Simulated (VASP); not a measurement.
# TaN (P-6) in VASP: single point with PBEsol

Aim: the single point of TaN with PBEsol.

All numbers are computed with VASP 6.6.1; they aren't measurements. Logs are shortened: lines on timing, memory, paths and dates and some standing lists are left out, and cuts for length are marked.

**1. The cell of the first run**

The structure is hexagonal, space group P-6 (No. 174). The conventional cell has a = 5.350 Å, b = 5.350 Å, c = 2.910 Å, α = 90.00°, β = 90.00°, γ = 120.00°. Ta (site symmetry -6) has 6 N at 2.29 Å and 5 Ta at 2.91 to 3.09 Å within 3.1 Å. Ta (site symmetry -6) has 6 N at 2.00 Å within 2.6 Å. Ta (site symmetry -6) has 6 N at 2.41 to 2.95 Å and 2 Ta at 2.91 Å within 3.2 Å. Within 2.6 Å of N (site symmetry m) lie 5 Ta at 2.00 to 2.41 Å and 2 N at 2.38 Å.

**2. Single point, PBEsol (strained and its atoms moved)**

Contents of INCAR:

```
SYSTEM = TaN
ALGO = Normal
EDIFF = 1E-6
ENCUT = 520
GGA = PS
ISIF = 2
ISMEAR = 0
LASPH = .TRUE.
LCHARG = .FALSE.
LREAL = .FALSE.
LWAVE = .FALSE.
NBANDS = 33
NELM = 100
PREC = Accurate
SIGMA = 0.1
```

Contents of KPOINTS:

```
k-points
0
G
  9 9 12
  0 0 0
```

Contents of POSCAR:

```
TaN
1.0
    5.3498024925      0.0000000000      0.0000000000
   -2.6749012462      4.6330648638      0.0000000000
    0.0000000000      0.0000000000      2.9098356000
Ta N
3 3
Direct
    0.3333333333      0.6666666667      0.5000000000
    0.6666666667      0.3333333333      0.5000000000
    0.0000000000      0.0000000000      0.0000000000
    0.4713058720      0.0428894673      0.0000000000
    0.5715835953      0.5286941280      0.0000000000
   -0.0428894673      0.4284164047      0.0000000000
```

Potentials or basis: VASP PAW PBE potentials, release 64 (Ta_pv, N).

Started as:

```bash
$ cat potpaw_PBE.64/Ta_pv/POTCAR potpaw_PBE.64/N/POTCAR > POTCAR
$ mpirun -np 1 vasp_std > vasp.out
```

OUTCAR:

```text
SYSTEM = TaN
   EDIFF = 1E-6
   ENCUT = 520
   GGA = PS
   ISIF = 2
   ISMEAR = 0
   LASPH = .TRUE.
   LREAL = .FALSE.
   NELM = 100
   PREC = Accurate

 ion  position               nearest neighbor table
   1  0.333  0.667  0.500-   4 2.29   4 2.29   6 2.29   6 2.29   5 2.29   5 2.29   2 3.09   2 3.09
                             2 3.09   3 3.41   3 3.41   3 3.41   3 3.41   3 3.41   3 3.41
   2  0.667  0.333  0.500-   6 2.00   6 2.00   4 2.00   4 2.00   5 2.00   5 2.00   1 3.09   1 3.09
                             1 3.09   3 3.41   3 3.41   3 3.41   3 3.41   3 3.41   3 3.41
   3  0.000  0.000  0.000-   4 2.41   6 2.41   5 2.41   2 3.41   1 3.41   1 3.41   2 3.41   2 3.41
                             2 3.41   1 3.41   1 3.41   2 3.41   2 3.41   1 3.41   1 3.41
   4  0.471  0.043  0.000-   2 2.00   2 2.00   1 2.29   1 2.29   3 2.41
   5  0.572  0.529  0.000-   2 2.00   2 2.00   1 2.29   1 2.29   3 2.41
   6  0.957  0.428  0.000-   2 2.00   2 2.00   1 2.29   1 2.29   3 2.41

  LATTYP: Found a hexagonal cell.
 ALAT       =     5.3498024925
 C/A-ratio  =     0.5439145845

  Lattice vectors:

 A1 = (   5.3498024925,   0.0000000000,   0.0000000000)
 A2 = (  -2.6749012462,   4.6330648638,   0.0000000000)
 A3 = (   0.0000000000,   0.0000000000,   2.9098356000)

Analysis of symmetry for initial positions (statically):
=====================================================================
 Subroutine PRICEL returns:
 Original cell was already a primitive cell.

 Routine SETGRP: Setting up the symmetry group for a
 hexagonal supercell.

 Subroutine GETGRP returns: Found  6 space group operations
 (whereof  6 operations were pure point group operations)
 out of a pool of 24 trial point group operations.

The static configuration has the point symmetry C_3h.

Analysis of symmetry for dynamics (positions and initial velocities):
=====================================================================
 Subroutine PRICEL returns:
 Original cell was already a primitive cell.

 Routine SETGRP: Setting up the symmetry group for a
 hexagonal supercell.

 Subroutine GETGRP returns: Found  6 space group operations
 (whereof  6 operations were pure point group operations)
 out of a pool of 24 trial point group operations.

The dynamic configuration has the point symmetry C_3h.

 Subroutine INISYM returns: Found  6 space group operations
 (whereof  6 operations are pure point group operations),
 and found     1 'primitive' translations

----------------------------------------------------------------------------------------

[... 105 lines left out ...]
   NFREE  =      0    steps in history (QN), initial steepest desc. (CG)
   ISIF   =      2    stress and relaxation
   ISYM   =      2    0-nonsym 1-usesym 2-fastsym
   POTIM  = 0.5000    time-step for ionic-motion
   TEBEG  =    0.0;   TEEND  =   0.0 temperature during run
   PSTRESS=    0.0 pullay stress
   NELECT =      48.0000    total number of electrons
   NUPDOWN=      -1.0000    fix difference up-down
   EMIN   =  10.00;   EMAX   =-10.00  energy-range for DOS
   EFERMI =   0.00;   METHOD = LEGACY
   ISMEAR =     0;   SIGMA  =   0.10  broadening in eV -4-tet -1-fermi 0-gaus
   EFERMI_NEDOS =   21; number of points for ismear=-14 and -15
   IALGO  =     38    algorithm
   IMIX   =      4    mixing-type and parameters
     AMIX     =   0.40;   BMIX     =  1.00
     AMIX_MAG =   1.60;   BMIX_MAG =  1.00
  volume/ion in A,a.u.               =      12.02        81.12
  Fermi-wavevector in a.u.,A,eV,Ry     =   1.429323  2.701029 27.796216  2.042964
  Thomas-Fermi vector in A             =   2.549289
   LORBIT       =      0    0 simple, 1 ext, 2 COOP (PROOUT), +10 PAW based schemes
   GGA     = PS    functional components
   LHFCALC =     F    Hartree Fock is set to
   AEXX    =    0.0000 exact exchange contribution
   IVDW    =     0    specifies the selected vdW correction
   LEPSILON=     F    determine dielectric tensor
   LRPA    =     F    only Hartree local field effects (RPA)
 non-spin polarized calculation
 Gauss-broadening in eV      SIGMA  =   0.10
  energy-cutoff  :      520.00
  volume of cell :       72.12
 maximum number of plane-waves:      1959
   NGX = 19   NGY = 19   NGZ = 11

 number of electron      47.9999999 magnetization

 Free energy of the ion-electron system (eV)
  ---------------------------------------------------
  ext. energy  EPLUGINS =         0.00000000
  ---------------------------------------------------
  free energy    TOTEN  =       -67.63214664 eV

  energy without entropy =      -67.62941556  energy(sigma->0) =      -67.63078110

 E-fermi :   7.4282     XC(G=0): -12.8410

 val. band max:        7.3698912949   @ k =   0.0000   0.0000   0.3333
 cond. band min:       7.4310084396   @ k =   0.1111   0.1111   0.0000
 fundamental gap:      0.0611171447
 Fermi energy:         7.4282060518

 k-point     1 :       0.0000    0.0000    0.0000
  band No.  band energies     occupation
      1     -28.7615      2.00000
      2     -28.7615      2.00000
      3     -28.3132      2.00000
      4     -28.3132      2.00000
      5     -28.2922      2.00000
      6     -28.0937      2.00000
[... 853 lines left out ...]
     32      10.5190      0.00000
     33      10.6977      0.00000

 [... further k-points ...]

------------------------ aborting loop because EDIFF is reached ----------------------------------------

  FORCE on cell =-STRESS in cart. coord.  units (eV):
  Direction    XX          YY          ZZ          XY          YZ          ZX
  --------------------------------------------------------------------------------------
  -------------------------------------------------------------------------------------
  Total       -4.9243716     -4.9243716      1.2673588      0.0000001      0.0000000      0.0000000
  in kB     -109.3923166   -109.3923166     28.1537080      0.0000020      0.0000000      0.0000000
  external PRESSURE =     -63.5436417 kB  Pullay stress =       0.0000000 kB

 VOLUME and BASIS-vectors are now :
 -----------------------------------------------------------------------------
  energy-cutoff  :      520.00
  volume of cell :       72.12
      direct lattice vectors                 reciprocal lattice vectors
     5.349802493  0.000000000  0.000000000     0.186922789  0.107919922  0.000000000
    -2.674901246  4.633064864  0.000000000     0.000000000  0.215839845  0.000000000
     0.000000000  0.000000000  2.909835600     0.000000000  0.000000000  0.343662027

 POSITION                                       TOTAL-FORCE (eV/Angst)
 -----------------------------------------------------------------------------------
     -0.00000      3.08871      1.45492         0.000000     -0.000000     -0.000000
      2.67490      1.54435      1.45492         0.000000     -0.000000     -0.000000
      0.00000      0.00000      0.00000         0.000000     -0.000000     -0.000000
      2.40667      0.19871      0.00000        -2.816963     -6.801829      0.000000
      1.64365      2.44947      0.00000        -4.482075      5.840476      0.000000
      3.97438      1.98488      0.00000         7.299038      0.961353      0.000000
 -----------------------------------------------------------------------------------
    total drift:                                0.000001     -0.000000      0.000000

  FREE ENERGIE OF THE ION-ELECTRON SYSTEM (eV)
  ---------------------------------------------------
  free  energy   TOTEN  =       -67.6321466385 eV

  energy  without entropy=      -67.6294155575  energy(sigma->0) =      -67.63078110
```

stdout:

```text
POSCAR found type information on POSCAR TaN
 POSCAR found :  2 types and       6 ions
 scaLAPACK will be used
 -----------------------------------------------------------------------------
|                                                                             |
|                                                                             |
|     You enforced a specific xc type in the INCAR file but a different       |
|     I HOPE YOU KNOW WHAT YOU ARE DOING!                                     |
|                                                                             |
 -----------------------------------------------------------------------------

 LDA part: xc-table for (Slater+PW92), standard interpolation
 POSCAR, INCAR and KPOINTS ok, starting setup
 FFT: planning ... GRIDC
 FFT: planning ... GRID_SOFT
 FFT: planning ... GRID
 WAVECAR not read
 entering main loop
```

It took 3 min on 1 thread of AMD EPYC 7R13 (Zen 3), shared host; peak memory 0.29 GiB.

What came out:

```
Free energy            : -67.6321 eV
Pressure               : -6.4 GPa
Largest force          : 7.362 eV/Å
Band gap on the k mesh : zero (bands 24 and 25 overlap by 2.21 eV)
```

Forces on the atoms (eV/Å):
```
Ta   0.000  0.000  0.000
Ta   0.000  0.000  0.000
Ta   0.000  0.000  0.000
N   -2.817 -6.802  0.000
N   -4.482  5.840  0.000
N    7.299  0.961  0.000
```

Stress tensor (GPa, compression positive):
```
-10.94   0.00   0.00
  0.00 -10.94   0.00
  0.00   0.00   2.82
```

Levels at points of the mesh, in eV from the Fermi level:
| k point | band 22 | band 23 | band 24 | band 25 | band 26 | band 27 |
| --- | --- | --- | --- | --- | --- | --- |
| (0.00, 0.00, 0.00) | -2.83 | -2.08 | -1.11 | -1.11 | 0.98 | 0.98 |
| (0.00, 0.00, 0.50) | -3.25 | -2.41 | 1.07 | 1.07 | 1.31 | 1.92 |

Caveat: the cell differs from its parent crystal (strained and its atoms moved); the stress differs along the axes, from -11 to 3 GPa; the PAW data sets were made with another functional, which shifts forces and pressure a little; spin-orbit coupling is left out, which moves the levels of the heavy elements.

The gap in the log of VASP goes by the Fermi energy; the results here count the filled bands.